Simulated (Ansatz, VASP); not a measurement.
Two plane-wave programs on LiF

The input INCAR:

```
SYSTEM = LiF
PREC = Accurate ; ENCUT = 600
EDIFF = 1E-6 ; ISMEAR = 0
SIGMA = 0.02 ; LREAL = .False.
LASPH = .True. ; NELM = 80
ALGO = Normal ; ISIF = 3
LWAVE = .False. ; LCHARG = .False.
IBRION = 2 ; NSW = 100
EDIFFG = -0.002
```

Contents of KPOINTS:

```
Automatic mesh
0
Gamma
  14 14 14
  0 0 0
```

The input POSCAR:

```
LiF
1.0
    0.0000000000      1.9538102033      1.9538102033
    1.9538102033      0.0000000000      1.9538102033
    1.9538102033      1.9538102033      0.0000000000
Li F
1 1
Direct
    0.0000000000      0.0000000000      0.0000000000
    0.5000000000      0.5000000000      0.5000000000
```

Input for Ansatz:

```yaml
crystal:
  lattice:
    - [0.0, 1.9538102033, 1.9538102033]
    - [1.9538102033, 0.0, 1.9538102033]
    - [1.9538102033, 1.9538102033, 0.0]
  atoms:
    - { symbol: Li, position: [0.0, 0.0, 0.0] }
    - { symbol: F, position: [0.5, 0.5, 0.5] }
basis:
  ecutwfc: 420
kpoints:
  mp_grid: { grid: [14, 14, 14] }
hamiltonian:
  xc: lda
  pseudopotentials: { kind: paw, azcp: { folder: soft_1 } }
scf:
  occupations: { method: gaussian, width: 0.02 }
output:
  forces: true
  stress: true
  eigenvalues: true
  write_density: true
  write_potential: true
  elf: true
  volumetric_format: npy
relax:
  adjacent_minimum: "off"
  f_tol: 0.002
  max_steps: 80
  cell: { stress_tol: 0.02 }
```

Alike in both runs: task relaxation of cell and atoms; functional LDA; k mesh 14 × 14 × 14; occupations gaussian, width 0.02 eV; no spin polarisation.

|  | VASP | Ansatz |
| --- | --- | --- |
| version | VASP 6.6.1 | Ansatz 0.2.0 |
| potentials or method | VASP PAW LDA potentials, release 64 (Li_sv, F), cutoff 600 eV | scalar-relativistic, plane waves, PAW |
| valence electrons in the cell | 10 | 10 |

Ansatz gave:

| Property | Result |
| --- | --- |
| gap on the k mesh at the Fermi level, each at its own relaxed structure (eV) | 9.71 |
| relaxed volume (Å³/atom) | 7.46 |
| relaxed cell length with the largest relative difference (Å) | 2.763 |

Question: Which values does VASP return?

Answer: gap on the k mesh at the Fermi level, each at its own relaxed structure (eV): 9.76; relaxed volume (Å³/atom): 7.41; relaxed cell length with the largest relative difference (Å): 2.757.

Ansatz warns that its potentials were made for another functional, while VASP's fit it. LDA's correlation is that of Perdew and Zunger in VASP and of Perdew and Wang (1992) in Ansatz.

Noted on VASP's run: the cutoff is short for stress, so the pressure is rough.
